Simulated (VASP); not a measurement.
# Sr (P3m1) in VASP: single point with PBEsol

Aim: the single point of Sr with PBEsol.

All numbers are computed with VASP 6.6.1; they aren't measurements. Logs are shortened: lines on timing, memory, paths and dates and some standing lists are left out, and cuts for length are marked.

## Step 1: The cell of the first run

The structure is trigonal, space group P3m1 (No. 156). The conventional cell has a = 4.350 Å, b = 4.350 Å, c = 15.197 Å, α = 90.00°, β = 90.00°, γ = 120.00°. Sr (site symmetry 3m) has 12 Sr at 4.35 to 4.72 Å within 5.7 Å. Within 5.5 Å of Sr (site symmetry 3m) lie 12 Sr at 4.21 to 4.72 Å. Within 5.5 Å of Sr (site symmetry 3m) lie 12 Sr at 4.21 to 4.62 Å. Sr (site symmetry 3m) has 12 Sr at 4.35 to 4.68 Å within 5.7 Å.

## Step 2: Single point, PBEsol (strained and its atoms moved)

The input, INCAR:

```
PREC     = Accurate       # precision mode
ENCUT    = 520            # plane-wave cutoff, eV
EDIFF    = 1E-7           # SCF threshold, eV
ISMEAR   = 0              # smearing method
SIGMA    = 0.1            # smearing width, eV
LREAL    = F              # projectors in reciprocal space
LASPH    = T              # aspherical terms in the spheres
NELM     = 100            # most SCF steps
ALGO     = Normal         # electronic algorithm
ISIF     = 2              # what is computed and relaxed
LWAVE    = F              # write WAVECAR
LCHARG   = F              # write CHGCAR
GGA      = PS             # functional
NBANDS   = 28             # bands
```

The input, KPOINTS:

```
regular mesh
0
Gamma
  12 12 4
```

The input, POSCAR:

```
Sr
1.0
    4.3501086325      0.0000000000      0.0000000000
   -2.1750543163      3.7673045850      0.0000000000
    0.0000000000      0.0000000000     15.1971950924
Sr
4
Direct
    0.0000000000      0.0000000000      0.0028494150
    0.3333333300      0.6666666700      0.2658831911
    0.0000000000      0.0000000000      0.4882414830
    0.6666666700      0.3333333300      0.7430259109
```

Potentials or basis: VASP PAW PBE potentials, release 64 (Sr_sv).

Started as:

```console
> cat potpaw_PBE.64/Sr_sv/POTCAR > POTCAR
> mpirun -np 1 vasp_std > vasp.out
```

OUTCAR:

```text
PREC = Accurate
   ENCUT = 520
   EDIFF = 1E-7
   ISMEAR = 0
   LREAL = F
   LASPH = T
   NELM = 100
   ISIF = 2
   GGA = PS

 ion  position               nearest neighbor table
   1  0.000  0.000  0.003-   4 4.68   4 4.68   4 4.68   2 4.72   2 4.72   2 4.72
   2  0.333  0.667  0.266-   3 4.21   3 4.21   3 4.21   1 4.72   1 4.72   1 4.72
   3  0.000  0.000  0.488-   2 4.21   2 4.21   2 4.21   4 4.62   4 4.62   4 4.62
   4  0.667  0.333  0.743-   3 4.62   3 4.62   3 4.62   1 4.68   1 4.68   1 4.68

  LATTYP: Found a hexagonal cell.
 ALAT       =     4.3501086325
 C/A-ratio  =     3.4935208236

  Lattice vectors:

 A1 = (   4.3501086325,   0.0000000000,   0.0000000000)
 A2 = (  -2.1750543163,   3.7673045850,   0.0000000000)
 A3 = (   0.0000000000,   0.0000000000,  15.1971950924)

Analysis of symmetry for initial positions (statically):
=====================================================================
 Subroutine PRICEL returns:
 Original cell was already a primitive cell.

 Routine SETGRP: Setting up the symmetry group for a
 hexagonal supercell.

 Subroutine GETGRP returns: Found  6 space group operations
 (whereof  6 operations were pure point group operations)
 out of a pool of 24 trial point group operations.

The static configuration has the point symmetry C_3v.

Analysis of symmetry for dynamics (positions and initial velocities):
=====================================================================
 Subroutine PRICEL returns:
 Original cell was already a primitive cell.

 Routine SETGRP: Setting up the symmetry group for a
 hexagonal supercell.

 Subroutine GETGRP returns: Found  6 space group operations
 (whereof  6 operations were pure point group operations)
 out of a pool of 24 trial point group operations.

The dynamic configuration has the point symmetry C_3v.

 Subroutine INISYM returns: Found  6 space group operations
 (whereof  6 operations are pure point group operations),
 and found     1 'primitive' translations

----------------------------------------------------------------------------------------

                                     Primitive cell

  volume of cell :     249.0544

  direct lattice vectors                    reciprocal lattice vectors
     4.350108632  0.000000000  0.000000000     0.229879317  0.132720885  0.000000000
    -2.175054316  3.767304585  0.000000000     0.000000000  0.265441771  0.000000000
     0.000000000  0.000000000 15.197195092     0.000000000  0.000000000  0.065801616

  length of vectors
     4.350108632  4.350108633 15.197195092     0.265441771  0.265441771  0.065801616

  position of ions in fractional coordinates (direct lattice)
     0.000000000  0.000000000  0.002849415
     0.333333330  0.666666670  0.265883191
     0.000000000  0.000000000  0.488241483
     0.666666670  0.333333330  0.743025911

  ion indices of the primitive-cell ions
   primitive index   ion index
                 1           1
                 2           2
                 3           3
                 4           4

----------------------------------------------------------------------------------------

 KPOINTS: regular mesh

Automatic generation of k-mesh.
 Grid dimensions read from file:
 generate k-points for:   12   12    4

 Generating k-lattice:

  Cartesian coordinates                     Fractional coordinates (reciprocal lattice)
     0.019156610  0.011060074  0.000000000     0.083333333  0.000000000  0.000000000
     0.000000000  0.022120148  0.000000000     0.000000000  0.083333333  0.000000000
     0.000000000  0.000000000  0.016450404     0.000000000  0.000000000  0.250000000

  Length of vectors
     0.022120148  0.022120148  0.016450404

  Shift w.r.t. Gamma in fractional coordinates (k-lattice)
     0.000000000  0.000000000  0.000000000

 Subroutine IBZKPT returns following result:
 ===========================================

 Found     69 irreducible k-points:

 Following reciprocal coordinates:
            Coordinates               Weight
  0.000000  0.000000  0.000000      1.000000
  0.083333 -0.000000  0.000000      6.000000
  0.166667  0.000000  0.000000      6.000000
  0.250000  0.000000  0.000000      6.000000
  0.333333  0.000000  0.000000      6.000000
  0.416667  0.000000  0.000000      6.000000
[... 16 lines left out ...]
  0.166667  0.000000  0.250000      6.000000
  0.000000  0.166667  0.250000      6.000000
 [... further k-points ...]
   k-points           NKPTS =     69   k-points in BZ     NKDIM =     69   number of bands    NBANDS=     28
   number of dos      NEDOS =    301   number of ions     NIONS =      4
   total plane-waves  NPLWV = 122880
   dimension x,y,z NGX =    32 NGY =   32 NGZ =  120
   dimension x,y,z NGXF=    64 NGYF=   64 NGZF=  240
   ions per type =               4
   NGX,Y,Z   is equivalent  to a cutoff of  12.23, 12.23, 13.13 a.u.
   NGXF,Y,Z  is equivalent  to a cutoff of  24.46, 24.46, 26.25 a.u.
 SYSTEM =  unknown system
   PREC   = accura    normal or accurate (medium, high low for compatibility)
   ISTART =      0    job   : 0-new  1-cont  2-samecut
   ICHARG =      2    charge: 1-file 2-atom 10-const
   ISPIN  =      1    spin polarized calculation?
   LNONCOLLINEAR =      F non collinear calculations
   LSORBIT =      F    spin-orbit coupling
   LASPH  =      T    aspherical Exc in radial PAW
   ENCUT  =  520.0 eV  38.22 Ry    6.18 a.u.   8.09  8.09 28.26*2*pi/ulx,y,z
   NELM   =    100;   NELMIN=  2; NELMDL= -5     # of ELM steps
   EDIFF  = 0.1E-06   stopping-criterion for ELM
   LREAL  =      F    real-space projection
   EDIFFG = 0.1E-05   stopping-criterion for IOM
   NSW    =      0    number of steps for IOM
   IBRION =     -1    ionic relax: 0-MD 1-quasi-New 2-CG
   NFREE  =      0    steps in history (QN), initial steepest desc. (CG)
   ISIF   =      2    stress and relaxation
   ISYM   =      2    0-nonsym 1-usesym 2-fastsym
   POTIM  = 0.5000    time-step for ionic-motion
   TEBEG  =    0.0;   TEEND  =   0.0 temperature during run
   PSTRESS=    0.0 pullay stress
   NELECT =      40.0000    total number of electrons
   NUPDOWN=      -1.0000    fix difference up-down
   EMIN   =  10.00;   EMAX   =-10.00  energy-range for DOS
   EFERMI =   0.00;   METHOD = LEGACY
   ISMEAR =     0;   SIGMA  =   0.10  broadening in eV -4-tet -1-fermi 0-gaus
   EFERMI_NEDOS =   21; number of points for ismear=-14 and -15
   IALGO  =     38    algorithm
   IMIX   =      4    mixing-type and parameters
     AMIX     =   0.40;   BMIX     =  1.00
     AMIX_MAG =   1.60;   BMIX_MAG =  1.00
  volume/ion in A,a.u.               =      62.26       420.18
  Fermi-wavevector in a.u.,A,eV,Ry     =   0.889877  1.681624 10.774200  0.791881
  Thomas-Fermi vector in A             =   2.011495
   LORBIT       =      0    0 simple, 1 ext, 2 COOP (PROOUT), +10 PAW based schemes
   GGA     = PS    functional components
   LHFCALC =     F    Hartree Fock is set to
   AEXX    =    0.0000 exact exchange contribution
   IVDW    =     0    specifies the selected vdW correction
   LEPSILON=     F    determine dielectric tensor
   LRPA    =     F    only Hartree local field effects (RPA)
 non-spin polarized calculation
 Gauss-broadening in eV      SIGMA  =   0.10
  energy-cutoff  :      520.00
  volume of cell :      249.05
 maximum number of plane-waves:      6742
   NGX = 17   NGY = 17   NGZ = 57

 number of electron      40.0000000 magnetization

 Free energy of the ion-electron system (eV)
  ---------------------------------------------------
  ext. energy  EPLUGINS =         0.00000000
  ---------------------------------------------------
  free energy    TOTEN  =        -7.04668384 eV

  energy without entropy =       -7.02262753  energy(sigma->0) =       -7.03465568

 E-fermi :   1.0878     XC(G=0):  -7.0506

 val. band max:        1.0791334318   @ k =  -0.2500  -0.4167   0.2500
 cond. band min:       1.0943054905   @ k =   0.1667   0.0000   0.2500
 fundamental gap:      0.0151720587
 Fermi energy:         1.0877822711

 k-point     1 :       0.0000    0.0000    0.0000
  band No.  band energies     occupation
      1     -35.7956      2.00000
      2     -35.7651      2.00000
      3     -35.6113      2.00000
      4     -35.5715      2.00000
      5     -17.7780      2.00000
      6     -17.7306      2.00000
[... 20 lines left out ...]
     27       3.3290      0.00000
     28       3.3347      0.00000

 k-point     2 :       0.0833   -0.0000    0.0000
  band No.  band energies     occupation
      1     -35.7951      2.00000
      2     -35.7647      2.00000
      3     -35.6108      2.00000
      4     -35.5711      2.00000
      5     -17.7763      2.00000
      6     -17.7305      2.00000
[... 20 lines left out ...]
     27       3.3394      0.00000
     28       3.3608      0.00000

 k-point     3 :       0.1667    0.0000    0.0000
  band No.  band energies     occupation
      1     -35.7939      2.00000
      2     -35.7634      2.00000
      3     -35.6094      2.00000
      4     -35.5698      2.00000
      5     -17.7719      2.00000
      6     -17.7425      2.00000
[... 20 lines left out ...]
     27       3.1424      0.00000
     28       3.4317      0.00000

 k-point     4 :       0.2500    0.0000    0.0000
  band No.  band energies     occupation
      1     -35.7921      2.00000
      2     -35.7617      2.00000
      3     -35.6076      2.00000
      4     -35.5682      2.00000
      5     -17.7727      2.00000
      6     -17.7660      2.00000
[... 578 lines left out ...]
     27       3.2986      0.00000
     28       3.3545      0.00000

 k-point    23 :       0.1667    0.0000    0.2500
  band No.  band energies     occupation
      1     -35.7939      2.00000
      2     -35.7634      2.00000
      3     -35.6094      2.00000
      4     -35.5698      2.00000
      5     -17.7717      2.00000
      6     -17.7426      2.00000
[... 20 lines left out ...]
     27       3.1043      0.00000
     28       3.3078      0.00000

 k-point    24 :       0.0000    0.1667    0.2500
  band No.  band energies     occupation
      1     -35.7939      2.00000
      2     -35.7634      2.00000
      3     -35.6094      2.00000
      4     -35.5698      2.00000
      5     -17.7717      2.00000
      6     -17.7427      2.00000
[... 20 lines left out ...]
     27       3.1203      0.00000
     28       3.2867      0.00000

 [... further k-points ...]
[... 5 lines left out ...]
  --------------------------------------------------------------------------------------
  -------------------------------------------------------------------------------------
  Total       -1.8878775     -1.8878775     -3.1564465      0.0000000      0.0000000     -0.0000000
  in kB      -12.1447932    -12.1447932    -20.3055490      0.0000000      0.0000000     -0.0000000
  external PRESSURE =     -14.8650452 kB  Pullay stress =       0.0000000 kB

 VOLUME and BASIS-vectors are now :
 -----------------------------------------------------------------------------
  energy-cutoff  :      520.00
  volume of cell :      249.05
      direct lattice vectors                 reciprocal lattice vectors
     4.350108632  0.000000000  0.000000000     0.229879317  0.132720885  0.000000000
    -2.175054316  3.767304585  0.000000000     0.000000000  0.265441771  0.000000000
     0.000000000  0.000000000 15.197195092     0.000000000  0.000000000  0.065801616

 POSITION                                       TOTAL-FORCE (eV/Angst)
 -----------------------------------------------------------------------------------
      0.00000      0.00000      0.04330         0.000000      0.000000     -0.005990
     -0.00000      2.51154      4.04068        -0.000000      0.000000     -0.272936
      0.00000      0.00000      7.41990         0.000000      0.000000      0.246403
      2.17505      1.25577     11.29191         0.000000     -0.000000      0.032522
 -----------------------------------------------------------------------------------
    total drift:                               -0.000000      0.000000      0.000017

  FREE ENERGIE OF THE ION-ELECTRON SYSTEM (eV)
  ---------------------------------------------------
  free  energy   TOTEN  =        -7.0466838359 eV

  energy  without entropy=       -7.0226275270  energy(sigma->0) =       -7.03465568
```

It took 4.2 min on 1 thread of Intel Xeon 6975P-C (Granite Rapids), shared host; peak memory 0.55 GiB.

Results:

```yaml
Free_energy: -7.0467 eV
Pressure: -1.5 GPa
Largest_force: 0.273 eV/Å
Band_gap_on_the_k_mesh: zero (band 20 reaches 1.26 eV, above the bottom of band 21 at 0.85 eV)
```

Forces on the atoms (eV/Å):
```
Sr   0.000  0.000 -0.006
Sr   0.000  0.000 -0.273
Sr   0.000  0.000  0.246
Sr   0.000  0.000  0.033
```

Caveat: the cell differs from its parent crystal (strained and its atoms moved); the PAW data sets were made with another functional, which shifts forces and pressure a little.
